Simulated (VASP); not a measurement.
CuO, 4 atoms in the cell. The typed cell holds 4 atoms: a = 3.033 Å, b = 3.033 Å, c = 5.253 Å, α = 73.22°, β = 73.22°, γ = 60.00°. 

```yaml
Program: VASP 6.6.1
Task: single point
Functional: PBE
Potentials_or_basis: VASP PAW PBE potentials, release 64 (Cu, O)
Cutoff: 520 eV
k_mesh: 10 × 10 × 6
Occupations: fermi-dirac, width 0.05 eV
Spin: no spin polarisation
Dipole_correction: no
Further_INCAR_settings: ALGO = Normal; EDIFF = 1e-07; NBANDS = 25
```

Potentials or basis: VASP PAW PBE potentials, release 64 (Cu, O).

The run is started by

```console
$ cat potpaw_PBE.64/Cu/POTCAR potpaw_PBE.64/O/POTCAR > POTCAR
$ mpirun -np 1 vasp_std > vasp.out
```

Hardware: 1 thread of Intel(R) Xeon(R) 6975P-C (Granite Rapids) (shared host).

Question: Estimate the wall time of this run.

Answer: Wall time 99 s on 1 thread of Intel(R) Xeon(R) 6975P-C (Granite Rapids) (shared host), peak memory 0.35 GiB. Counts: scf iterations 15, k points 304.
